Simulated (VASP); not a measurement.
# GaAs (F-43m) in VASP: further runs

Aim: see how the results for GaAs move with the level of theory and the settings. Levels: HF, r2SCAN50, PBEsol-based global hybrid with 25 % exact exchange. Tasks: single point.

All numbers are computed with VASP 6.6.1; they aren't measurements. Logs are shortened: lines on timing, memory, paths and dates and some standing lists are left out, and cuts for length are marked.

## 1. The cell of the first run

It takes space group F-43m (No. 216, cubic). Conventional cell: a = 5.765 Å, b = 5.765 Å, c = 5.765 Å, α = 90.00°, β = 90.00°, γ = 90.00°. Within 3.3 Å of As (site symmetry -43m) lie 4 Ga at 2.50 Å. Within 3.3 Å of Ga (site symmetry -43m) lie 4 As at 2.50 Å.

## 2. Single point, HF

Contents of POSCAR:

```
GaAs
1.0
    0.0000000000      2.8822925071      2.8822925071
    2.8822925071      0.0000000000      2.8822925071
    2.8822925071      2.8822925071      0.0000000000
As Ga
1 1
Direct
    0.7500000000      0.7500000000      0.7500000000
    0.0000000000      0.0000000000      0.0000000000
```

Contents of INCAR.step1:

```
SYSTEM = GaAs
ALGO = Normal ; EDIFF = 1E-5
ENCUT = 400 ; GGA = PE
GGA_COMPAT = .FALSE. ; ISIF = 2
ISMEAR = -1 ; LASPH = .TRUE.
LCHARG = .FALSE. ; LREAL = .FALSE.
LWAVE = .TRUE. ; NBANDS = 21
NELM = 120 ; PREC = Accurate
SIGMA = 0.05
```

Contents of INCAR.step2:

```
SYSTEM = GaAs
AEXX = 1.0 ; AGGAC = 0.0
ALDAC = 0.0 ; ALGO = Normal
EDIFF = 1E-6 ; ENCUT = 400
GGA = PE ; GGA_COMPAT = .FALSE.
ISIF = 2 ; ISMEAR = -1
ISTART = 1 ; LASPH = .TRUE.
LCHARG = .FALSE. ; LHFCALC = .TRUE.
LREAL = .FALSE. ; LWAVE = .FALSE.
NBANDS = 21 ; NELM = 120
PREC = Accurate ; PRECFOCK = Normal
SIGMA = 0.05
```

Contents of KPOINTS:

```
k-points
0
G
  4 4 4
  0 0 0
```

Potentials or basis: VASP PAW PBE potentials, release 64 (As_d, Ga_d).

The run is started by

```
$ cat potpaw_PBE.64/As_d/POTCAR potpaw_PBE.64/Ga_d/POTCAR > POTCAR
$ cp INCAR.step1 INCAR
$ mpirun -np 1 vasp_std > vasp.out
$ cp INCAR.step2 INCAR
$ mpirun -np 1 vasp_std > vasp.out
```

OUTCAR:

```text
SYSTEM = GaAs
   AEXX = 1.0
   EDIFF = 1E-6
   ENCUT = 400
   GGA = PE
   ISIF = 2
   ISMEAR = -1
   ISTART = 1
   LASPH = .TRUE.
   LHFCALC = .TRUE.
   LREAL = .FALSE.
   NELM = 120
   PREC = Accurate
   PRECFOCK = Normal

 ion  position               nearest neighbor table
   1  0.750  0.750  0.750-   2 2.50   2 2.50   2 2.50   2 2.50
   2  0.000  0.000  0.000-   1 2.50   1 2.50   1 2.50   1 2.50

  LATTYP: Found a face centered cubic cell.
 ALAT       =     5.7645850142

  Lattice vectors:

 A1 = (   0.0000000000,   2.8822925071,   2.8822925071)
 A2 = (   2.8822925071,   0.0000000000,   2.8822925071)
 A3 = (   2.8822925071,   2.8822925071,   0.0000000000)

Analysis of symmetry for initial positions (statically):
=====================================================================
 Subroutine PRICEL returns:
 Original cell was already a primitive cell.

 Routine SETGRP: Setting up the symmetry group for a
 face centered cubic supercell.

 Subroutine GETGRP returns: Found 24 space group operations
 (whereof 24 operations were pure point group operations)
 out of a pool of 48 trial point group operations.

The static configuration has the point symmetry T_d .

Analysis of symmetry for dynamics (positions and initial velocities):
=====================================================================
 Subroutine PRICEL returns:
 Original cell was already a primitive cell.

 Routine SETGRP: Setting up the symmetry group for a
 face centered cubic supercell.

 Subroutine GETGRP returns: Found 24 space group operations
 (whereof 24 operations were pure point group operations)
 out of a pool of 48 trial point group operations.

The dynamic configuration has the point symmetry T_d .

 Subroutine INISYM returns: Found 24 space group operations
 (whereof 24 operations are pure point group operations),
 and found     1 'primitive' translations

----------------------------------------------------------------------------------------

                                     Primitive cell

  volume of cell :      47.8899

  direct lattice vectors                    reciprocal lattice vectors
     0.000000000  2.882292507  2.882292507    -0.173473025  0.173473025  0.173473025
     2.882292507  0.000000000  2.882292507     0.173473025 -0.173473025  0.173473025
     2.882292507  2.882292507  0.000000000     0.173473025  0.173473025 -0.173473025

  length of vectors
[... 69 lines left out ...]
   IBRION =     -1    ionic relax: 0-MD 1-quasi-New 2-CG
   NFREE  =      0    steps in history (QN), initial steepest desc. (CG)
   ISIF   =      2    stress and relaxation
   ISYM   =      3    0-nonsym 1-usesym 2-fastsym
   POTIM  = 0.5000    time-step for ionic-motion
   TEBEG  =    0.0;   TEEND  =   0.0 temperature during run
   PSTRESS=    0.0 pullay stress
   NELECT =      28.0000    total number of electrons
   NUPDOWN=      -1.0000    fix difference up-down
   EMIN   =  10.00;   EMAX   =-10.00  energy-range for DOS
   EFERMI =   0.00;   METHOD = LEGACY
   ISMEAR =    -1;   SIGMA  =   0.05  broadening in eV -4-tet -1-fermi 0-gaus
   EFERMI_NEDOS =   21; number of points for ismear=-14 and -15
   IALGO  =     38    algorithm
   IMIX   =      1    mixing-type and parameters
     AMIX     =   0.40;   BMIX     =  1.00
     AMIX_MAG =   1.60;   BMIX_MAG =  1.00
  volume/ion in A,a.u.               =      23.94       161.59
  Fermi-wavevector in a.u.,A,eV,Ry     =   1.368924  2.586892 25.496691  1.873954
  Thomas-Fermi vector in A             =   2.494845
   LORBIT       =      0    0 simple, 1 ext, 2 COOP (PROOUT), +10 PAW based schemes
   GGA     = PE    functional components
   LHFCALC =     T    Hartree Fock is set to
   PRECFOCK=normal    Normal, Fast or Accurate (Low or Medium for compatibility)
   ENCUT4O =  -1.0   cutoff for four orbital integrals eV
   NKREDX  =     1    reduce k-point grid by
   NKREDY  =     1    reduce k-point grid by
   NKREDZ  =     1    reduce k-point grid by
   AEXX    =    1.0000 exact exchange contribution
   HFSCREEN=    0.0000 screening length (either q_TF or 0.3 A-1)
   HFSCREENC=   0.0000 screening length for correlation (either q_TF or 0.3 A-1)
   ENCUTFOCK=  -1.0 apply spherical cutoff to Coloumb kernel
   IVDW    =     0    specifies the selected vdW correction
   LEPSILON=     F    determine dielectric tensor
   LRPA    =     F    only Hartree local field effects (RPA)
 non-spin polarized calculation
  energy-cutoff  :      400.00
  volume of cell :       47.89
 maximum number of plane-waves:       893
 NGX is ok and might be reduce to    28
  NGX = 20; NGY = 20; NGZ = 20

 number of electron      28.0000010 magnetization

 Free energy of the ion-electron system (eV)
  ---------------------------------------------------
  ext. energy  EPLUGINS =         0.00000000
  ---------------------------------------------------
  free energy    TOTEN  =       -16.62355225 eV

  energy without entropy =      -16.62355225  energy(sigma->0) =      -16.62355225

 E-fermi :   1.8706     XC(G=0):   0.0000

 val. band max:        0.6496149639   @ k =   0.0000   0.0000   0.0000
 cond. band min:       7.8019801205   @ k =   0.0000   0.0000   0.0000
 fundamental gap:      7.1523651566
 Fermi energy:         1.8706251183

 k-point     1 :       0.0000    0.0000    0.0000
  band No.  band energies     occupation
      1     -47.9965      2.00000
      2     -47.9965      2.00000
      3     -47.9965      2.00000
      4     -47.9835      2.00000
      5     -47.9835      2.00000
      6     -24.4170      2.00000
[... 181 lines left out ...]
     20      20.9379      0.00000
     21      21.6119      0.00000

------------------------ aborting loop because EDIFF is reached ----------------------------------------

  FORCE on cell =-STRESS in cart. coord.  units (eV):
  Direction    XX          YY          ZZ          XY          YZ          ZX
  --------------------------------------------------------------------------------------
  -------------------------------------------------------------------------------------
  Total       -0.2329650     -0.2329650     -0.2329650     -0.0000000      0.0000000     -0.0000000
  in kB       -7.7939419     -7.7939419     -7.7939419     -0.0000000      0.0000000     -0.0000000
  external PRESSURE =      -7.7939419 kB  Pullay stress =       0.0000000 kB

 VOLUME and BASIS-vectors are now :
 -----------------------------------------------------------------------------
  energy-cutoff  :      400.00
  volume of cell :       47.89
      direct lattice vectors                 reciprocal lattice vectors
     0.000000000  2.882292507  2.882292507    -0.173473025  0.173473025  0.173473025
     2.882292507  0.000000000  2.882292507     0.173473025 -0.173473025  0.173473025
     2.882292507  2.882292507  0.000000000     0.173473025  0.173473025 -0.173473025

 POSITION                                       TOTAL-FORCE (eV/Angst)
 -----------------------------------------------------------------------------------
      4.32344      4.32344      4.32344         0.000000      0.000000      0.000000
      0.00000      0.00000      0.00000        -0.000000     -0.000000     -0.000000
 -----------------------------------------------------------------------------------
    total drift:                                0.000042      0.000030      0.000033

  FREE ENERGIE OF THE ION-ELECTRON SYSTEM (eV)
  ---------------------------------------------------
  free  energy   TOTEN  =       -16.6235522498 eV

  energy  without entropy=      -16.6235522498  energy(sigma->0) =      -16.62355225
```

OUTCAR.step1:

```text
SYSTEM = GaAs
   EDIFF = 1E-5
   ENCUT = 400
   GGA = PE
   ISIF = 2
   ISMEAR = -1
   LASPH = .TRUE.
[... 394 lines left out ...]
      4.32344      4.32344      4.32344         0.000000      0.000000      0.000000
      0.00000      0.00000      0.00000        -0.000000     -0.000000     -0.000000
 -----------------------------------------------------------------------------------
    total drift:                               -0.000002     -0.000002     -0.000001

  FREE ENERGIE OF THE ION-ELECTRON SYSTEM (eV)
  ---------------------------------------------------
  free  energy   TOTEN  =        -8.1141806688 eV

  energy  without entropy=       -8.1109570289  energy(sigma->0) =       -8.11256885
```

OSZICAR.step1:

```text
N       E                     dE             d eps       ncg     rms          rms(c)
DAV:   1     0.167583366718E+03    0.16758E+03   -0.11776E+04   419   0.507E+03
DAV:   2     0.173782983699E+02   -0.15021E+03   -0.14510E+03   351   0.738E+02
DAV:   3    -0.711714070171E+01   -0.24495E+02   -0.24351E+02   371   0.136E+02
DAV:   4    -0.826295550284E+01   -0.11458E+01   -0.11450E+01   376   0.325E+01
DAV:   5    -0.828871344349E+01   -0.25758E-01   -0.25757E-01   381   0.546E+00    0.318E+00
DAV:   6    -0.813157252866E+01    0.15714E+00   -0.29588E-01   491   0.764E+00    0.188E+00
DAV:   7    -0.811171654482E+01    0.19856E-01   -0.81506E-02   382   0.189E+00    0.651E-01
DAV:   8    -0.811344957884E+01   -0.17330E-02   -0.15270E-02   433   0.176E+00    0.109E-01
DAV:   9    -0.811405071537E+01   -0.60114E-03   -0.18123E-03   366   0.584E-01    0.529E-02
DAV:  10    -0.811411691671E+01   -0.66201E-04   -0.18569E-04   396   0.138E-01    0.240E-02
DAV:  11    -0.811418032211E+01   -0.63405E-04   -0.92674E-05   302   0.751E-02    0.590E-03
DAV:  12    -0.811418066884E+01   -0.34672E-06   -0.61541E-06   276   0.334E-02
   1 F= -.81141807E+01 E0= -.81125688E+01  d E =-.322364E-02
```

Run time: 5.6 min. Hardware: 1 thread of Intel Xeon 6975P-C (Granite Rapids), shared host; peak memory 0.16 GiB.

What came out:

* Free energy: -16.6236 eV
* Pressure: -0.8 GPa
* Band gap on the k mesh: 7.15 eV

Caveat: the k points lie up to 0.47 Å⁻¹ apart; the PAW data sets were made with another functional, which shifts forces and pressure a little. A k mesh can miss the band edges.

(Part 1 of 2 ends here.)
